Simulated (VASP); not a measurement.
# Be (P6_3/mmc) in VASP: notebook

The runs below take Be through density of states, with PBE+D3(BJ), LDA.

Everything below comes from runs of VASP 6.6.1. Logs are shortened: lines on timing, memory, paths and dates and some standing lists are left out, and cuts for length are marked.

### 1 The cell of the first run

The structure is hexagonal, space group P6_3/mmc (No. 194). The conventional cell has a = 2.214 Å, b = 2.214 Å, c = 3.500 Å, α = 90.00°, β = 90.00°, γ = 120.00°. Within 2.9 Å of Be (site symmetry -6m2) lie 12 Be at 2.17 to 2.21 Å.

### 2 Density of states, PBE+D3(BJ)

The input, POSCAR:

```
Be
1.0
    2.2142215395      0.0000000000      0.0000000000
   -1.1071107697      1.9175721028      0.0000000000
    0.0000000000      0.0000000000      3.5000027202
Be
2
Direct
    0.3333333333      0.6666666667      0.2500000000
    0.6666666667      0.3333333333      0.7500000000
```

The input, INCAR.step1:

```
SYSTEM = Be
ALGO = Normal ; EDIFF = 1E-6
ENCUT = 520 ; GGA = PE
ISIF = 2 ; ISMEAR = 0
IVDW = 12 ; LASPH = .True.
LCHARG = .True. ; LREAL = .False.
LWAVE = .False. ; NBANDS = 9
NELM = 80 ; PREC = Accurate
SIGMA = 0.1
```

The input, KPOINTS.step1:

```
k-points
0
Gamma
  21 21 12
  0 0 0
```

The input, INCAR.step2:

```
SYSTEM = Be
ALGO = Normal ; EDIFF = 1E-6
ENCUT = 520 ; GGA = PE
ICHARG = 11 ; ISIF = 2
ISMEAR = -5 ; IVDW = 12
LASPH = .True. ; LCHARG = .False.
LORBIT = 11 ; LREAL = .False.
LWAVE = .False. ; NBANDS = 9
NEDOS = 2001 ; NELM = 80
PREC = Accurate ; SIGMA = 0.1
```

The input, KPOINTS.step2:

```
k-points
0
Gamma
  32 32 18
  0 0 0
```

Potentials or basis: VASP PAW PBE potentials, release 64 (Be).

Started as:

```sh
> cat potpaw_PBE.64/Be/POTCAR > POTCAR
> cp INCAR.step1 INCAR
> cp KPOINTS.step1 KPOINTS
> mpirun -np 1 vasp_std > vasp.out
> cp INCAR.step2 INCAR
> cp KPOINTS.step2 KPOINTS
> mpirun -np 1 vasp_std > vasp.out
```

OUTCAR:

```text
SYSTEM = Be
   EDIFF = 1E-6
   ENCUT = 520
   GGA = PE
   ICHARG = 11
   ISIF = 2
   ISMEAR = -5
   IVDW = 12
   LASPH = .True.
   LORBIT = 11
   LREAL = .False.
   NELM = 80
   PREC = Accurate
 IVDW          = 12

 ion  position               nearest neighbor table
   1  0.333  0.667  0.250-   2 2.17   2 2.17   2 2.17   2 2.17   2 2.17   2 2.17
   2  0.667  0.333  0.750-   1 2.17   1 2.17   1 2.17   1 2.17   1 2.17   1 2.17

  LATTYP: Found a hexagonal cell.
 ALAT       =     2.2142215395
 C/A-ratio  =     1.5806922016

  Lattice vectors:

 A1 = (   2.2142215395,   0.0000000000,   0.0000000000)
 A2 = (  -1.1071107697,   1.9175721028,   0.0000000000)
 A3 = (   0.0000000000,   0.0000000000,   3.5000027202)

Analysis of symmetry for initial positions (statically):
=====================================================================
 Subroutine PRICEL returns:
 Original cell was already a primitive cell.

 Routine SETGRP: Setting up the symmetry group for a
 hexagonal supercell.

 Subroutine GETGRP returns: Found 24 space group operations
 (whereof 12 operations were pure point group operations)
 out of a pool of 24 trial point group operations.

The static configuration has the point symmetry D_3d.
 The point group associated with its full space group is D_6h.

Analysis of symmetry for dynamics (positions and initial velocities):
=====================================================================
 Subroutine PRICEL returns:
 Original cell was already a primitive cell.

 Routine SETGRP: Setting up the symmetry group for a
 hexagonal supercell.

 Subroutine GETGRP returns: Found 24 space group operations
 (whereof 12 operations were pure point group operations)
 out of a pool of 24 trial point group operations.

The dynamic configuration has the point symmetry D_3d.
 The point group associated with its full space group is D_6h.

 Subroutine INISYM returns: Found 24 space group operations
 (whereof 12 operations are pure point group operations),
 and found     1 'primitive' translations

----------------------------------------------------------------------------------------

                                     Primitive cell

  volume of cell :      14.8608

  direct lattice vectors                    reciprocal lattice vectors
     2.214221540  0.000000000  0.000000000     0.451625992  0.260746388  0.000000000
    -1.107110770  1.917572103  0.000000000     0.000000000  0.521492776  0.000000000
     0.000000000  0.000000000  3.500002720     0.000000000  0.000000000  0.285714064

  length of vectors
[... 99 lines left out ...]
   ISMEAR =    -5;   SIGMA  =   0.10  broadening in eV -4-tet -1-fermi 0-gaus
   EFERMI_NEDOS =   21; number of points for ismear=-14 and -15
   IALGO  =     38    algorithm
   IMIX   =      4    mixing-type and parameters
     AMIX     =   0.40;   BMIX     =  1.00
     AMIX_MAG =   1.60;   BMIX_MAG =  1.00
  volume/ion in A,a.u.               =       7.43        50.14
  Fermi-wavevector in a.u.,A,eV,Ry     =   1.057015  1.997469 15.201524  1.117280
  Thomas-Fermi vector in A             =   2.192272
   LORBIT       =     11    0 simple, 1 ext, 2 COOP (PROOUT), +10 PAW based schemes
   GGA     = PE    functional components
   LHFCALC =     F    Hartree Fock is set to
   AEXX    =    0.0000 exact exchange contribution
   IVDW    =    12    specifies the selected vdW correction
   LEPSILON=     F    determine dielectric tensor
   LRPA    =     F    only Hartree local field effects (RPA)
 non-spin polarized calculation
 Fermi weights with tetrahedron method with Bloechl corrections
  energy-cutoff  :      520.00
  volume of cell :       14.86
 maximum number of plane-waves:       418

 number of electron       4.0000000 magnetization

 Free energy of the ion-electron system (eV)
  ---------------------------------------------------
  ext. energy  EPLUGINS =         0.00000000
  ---------------------------------------------------
  free energy    TOTEN  =        -7.50931987 eV

  energy without entropy =       -7.50931987  energy(sigma->0) =       -7.50931987

 E-fermi :   7.5506     XC(G=0): -10.8115

 val. band max:        7.6983889380   @ k =   0.3125   0.0937   0.0000
 cond. band min:       7.4395644639   @ k =   0.3438   0.3125   0.4444
 fundamental gap:     -0.2588244741
 Fermi energy:         7.5506033080

 k-point     1 :       0.0000    0.0000    0.0000
  band No.  band energies     occupation
      1      -4.1502      2.00000
      2       2.8392      2.00000
      3       8.8068      0.00000
      4      24.4211      0.00000
      5      24.4211      0.00000
      6      27.3732      0.00000
      7      27.3732      0.00000
      8      29.4563      0.00000
      9      35.7750      0.00000
[... 265 lines left out ...]
 k-point    24 :       0.2188    0.0313    0.0000
  band No.  band energies     occupation
      1      -2.5070      2.00000
      2       5.0252      2.00000
      3       8.9715      0.00000
      4      16.6959      0.00000
      5      19.8255      0.00000
      6      24.8732      0.00000
      7      25.4458      0.00000
      8      27.1137      0.00000
      9      28.7637      0.00000

 [... further k-points ...]

------------------------ aborting loop because EDIFF is reached ----------------------------------------

 Edisp (eV)   -0.75739

 E8    (eV) :    -0.2626

  FORCE on cell =-STRESS in cart. coord.  units (eV):
  Direction    XX          YY          ZZ          XY          YZ          ZX
  --------------------------------------------------------------------------------------
  -------------------------------------------------------------------------------------
  Total       0.01077     0.01077     0.03112     0.00000     0.00000     0.00000
  in kB       1.16155     1.16155     3.35559     0.00000     0.00000     0.00000
  external pressure =        1.89 kB  Pullay stress =        0.00 kB

 VOLUME and BASIS-vectors are now :
 -----------------------------------------------------------------------------
  energy-cutoff  :      520.00
  volume of cell :       14.86
      direct lattice vectors                 reciprocal lattice vectors
     2.214221540  0.000000000  0.000000000     0.451625992  0.260746388  0.000000000
    -1.107110770  1.917572103  0.000000000     0.000000000  0.521492776  0.000000000
     0.000000000  0.000000000  3.500002720     0.000000000  0.000000000  0.285714064

 POSITION                                       TOTAL-FORCE (eV/Angst)
 -----------------------------------------------------------------------------------
     -0.00000      1.27838      0.87500        -0.000000     -0.000000      0.000000
      1.10711      0.63919      2.62500         0.000000      0.000000      0.000000
 -----------------------------------------------------------------------------------
    total drift:                                0.000000     -0.000000      0.000000

  FREE ENERGIE OF THE ION-ELECTRON SYSTEM (eV)
  ---------------------------------------------------
  free  energy   TOTEN  =        -8.2667085017 eV

  energy  without entropy=       -8.2667085017  energy(sigma->0) =       -8.26670850

 total charge

# of ion       s       p       d       tot
------------------------------------------
    1        0.421   0.823   0.000   1.244
    2        0.421   0.823   0.000   1.244
--------------------------------------------------
tot          0.843   1.646   0.000   2.488
```

OSZICAR.step1:

```text
N       E                     dE             d eps       ncg     rms          rms(c)
DAV:   1    -0.272105618744E+01   -0.27211E+01   -0.18119E+03  6136   0.368E+02
DAV:   2    -0.752598089635E+01   -0.48049E+01   -0.46644E+01  8834   0.556E+01
DAV:   3    -0.758158566833E+01   -0.55605E-01   -0.55316E-01  6932   0.388E+00
DAV:   4    -0.758167128244E+01   -0.85614E-04   -0.85609E-04  7486   0.152E-01
DAV:   5    -0.758167132058E+01   -0.38139E-07   -0.37969E-07  6738   0.313E-03    0.129E+00
DAV:   6    -0.752641173284E+01    0.55260E-01   -0.79535E-03  6534   0.928E-01    0.792E-01
DAV:   7    -0.750552873582E+01    0.20883E-01   -0.81897E-03  6476   0.951E-01    0.326E-02
DAV:   8    -0.750550454794E+01    0.24188E-04   -0.15969E-05  6573   0.327E-02    0.112E-02
DAV:   9    -0.750550278045E+01    0.17675E-05   -0.31894E-06  6888   0.150E-02    0.104E-03
DAV:  10    -0.750550271558E+01    0.64873E-07   -0.17142E-09  3760   0.289E-04
   1 F= -.82628914E+01 E0= -.82621882E+01  d E =-.140640E-02
```

It took 47 s on 1 thread of Intel Xeon 6975P-C, shared host; peak memory 0.25 GiB.

What came out:

- Valence electrons inside the program's atomic spheres: Be 1.24
- Dispersion energy per atom: -0.379 eV

Levels at points of the mesh, in eV from the Fermi level:
```
           k point  band 1  band 2  band 3  band 4  band 5  band 6
(0.00, 0.00, 0.00)  -11.70   -4.71    1.26   16.87   16.87   19.82
(0.50, 0.00, 0.00)   -5.24   -3.18    3.78    6.70    7.13    9.92
(0.00, 0.00, 0.50)   -9.50   -9.50   11.11   11.11   18.59   18.59
(0.50, 0.00, 0.50)   -3.81   -3.81    1.78    1.78   12.63   12.63
```

Caveat: pairwise dispersion overbinds metals, which lowers pressure and volume; tetrahedron occupations give inexact forces and stress in metals.

### 3 Density of states, LDA

POSCAR is that of step 2.

The input, INCAR.step1:

```
  ALGO = Normal
  EDIFF = 1E-6
  ENCUT = 520
  GGA = CA
  ISIF = 2
  ISMEAR = 0
  LASPH = True
  LCHARG = True
  LREAL = False
  LWAVE = False
  NBANDS = 9
  NELM = 80
  PREC = Accurate
  SIGMA = 0.1
```

The input, KPOINTS.step1:

```
k-points
0
Gamma
  21 21 12
```

The input, INCAR.step2:

```
  ALGO = Normal
  EDIFF = 1E-6
  ENCUT = 520
  GGA = CA
  ICHARG = 11
  ISIF = 2
  ISMEAR = -5
  LASPH = True
  LCHARG = False
  LORBIT = 11
  LREAL = False
  LWAVE = False
  NEDOS = 2001
  NELM = 80
  PREC = Accurate
  SIGMA = 0.1
```

The input, KPOINTS.step2:

```
k-points
0
Gamma
  32 32 18
```

Potentials or basis: VASP PAW LDA potentials, release 64 (Be).

Started as:

```sh
> cat potpaw_LDA.64/Be/POTCAR > POTCAR
> cp INCAR.step1 INCAR
> cp KPOINTS.step1 KPOINTS
> mpirun -np 1 vasp_std > vasp.out
> cp INCAR.step2 INCAR
> cp KPOINTS.step2 KPOINTS
> mpirun -np 1 vasp_std > vasp.out
```

It took 38 s on 1 thread of Intel Xeon 6975P-C, shared host; peak memory 0.21 GiB.

Results (log left out):

```
Valence electrons inside the program's atomic spheres : Be 1.24
```

Levels at points of the mesh, in eV from the Fermi level:
| k point | band 1 | band 2 | band 3 | band 4 | band 5 |
| --- | --- | --- | --- | --- | --- |
| (0.00, 0.00, 0.00) | -11.53 | -4.70 | 1.39 | 16.61 | 16.61 |
| (0.50, 0.00, 0.00) | -5.20 | -3.12 | 3.72 | 6.72 | 7.14 |
| (0.00, 0.00, 0.50) | -9.37 | -9.37 | 11.08 | 11.08 | 18.29 |
| (0.50, 0.00, 0.50) | -3.81 | -3.81 | 1.89 | 1.89 | 12.47 |

Caveat: tetrahedron occupations give inexact forces and stress in metals.
